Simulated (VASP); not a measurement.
A run of VASP 6.6.1 is set up as follows.

File INCAR:

```
SYSTEM = Cu
  ALGO = Fast
  EDIFF = 1E-6
  ENCUT = 520
  GGA = PS
  ISIF = 2
  ISMEAR = 0
  LASPH = .True.
  LCHARG = .True.
  LELF = .True.
  LREAL = .False.
  LVHAR = .True.
  LWAVE = .False.
  NBANDS = 18
  NELM = 60
  PREC = Accurate
  SIGMA = 0.15
```

Contents of KPOINTS:

```
k-points
0
Gamma
  26 26 14
  0 0 0
```

POSCAR

```
Cu
1.0
   -1.4450917219      1.4450917219      1.3600072129
    1.4450917219     -1.4450917219      1.3600072129
    2.8901834438      2.8901834438      0.0000000000
Cu
2
Direct
    0.0000000000      0.0000000000      0.0256891002
    0.5000000000      0.5000000000      0.4743108998
```

Potentials or basis: VASP PAW PBE potentials, release 64 (Cu).

Launch:

```console
$ cat potpaw_PBE.64/Cu/POTCAR > POTCAR
$ mpirun -np 1 vasp_std > vasp.out
```

Problem. Estimate the pressure.

Solution. 5.3 GPa.

Problem. Estimate the band gap on the k mesh.

Solution. Zero (bands 11 and 12 overlap by 6.18 eV).

Problem. Predict the largest force.

Solution. 1.853 eV/Å.

Forces in eV/Å, atoms in the order of the input:
```
Cu  -1.310 -1.310  0.000
Cu   1.310  1.310  0.000
```

Caveat: the cell differs from its parent crystal (atoms displaced along a vibrational mode); the cell stands under pressure; the PAW data sets were made with another functional, which shifts forces and pressure a little.
